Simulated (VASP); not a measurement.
Input of a VASP 6.6.1 run:

File INCAR:

```
PREC = Accurate
ENCUT = 520
EDIFF = 1E-7
ISMEAR = -1
SIGMA = 0.05
LREAL = False
LASPH = True
NELM = 150
ALGO = Normal
ISIF = 2
LWAVE = False
LCHARG = False
ISPIN = 2
MAGMOM = 3 0
LORBIT = 11
NUPDOWN = 3.0
LMAXMIX = 4
GGA = PE
NBANDS = 18
```

The input KPOINTS:

```
regular mesh
0
Gamma
  9 9 9
```

POSCAR

```
CoO
1.0
    1.6022198417      0.9250420569      2.5664708903
   -1.6022198417      0.9250420569      2.5664708903
    0.0000000000     -1.8500841138      2.5664708903
Co O
1 1
Direct
    0.9989783200      0.9989783200      0.9989783200
    0.7510210300      0.7510210300      0.7510210300
```

Potentials or basis: VASP PAW PBE potentials, release 64 (Co, O).

Launch:

```sh
$ cat potpaw_PBE.64/Co/POTCAR potpaw_PBE.64/O/POTCAR > POTCAR
$ mpirun -np 1 vasp_std > vasp.out
```

**Question.** Estimate the pressure.

**Answer.** 2.1 GPa.

**Question.** What does it give for the largest force?

**Answer.** 0.307 eV/Å.

Stress tensor (GPa, compression positive):
```
0.07 0.00 0.00
0.00 0.07 0.00
0.00 0.00 6.18
```

Caveat: the total moment is fixed, so each spin has its own Fermi level; a cell with one magnetic atom can't hold antiferromagnetic order, which such compounds often take.
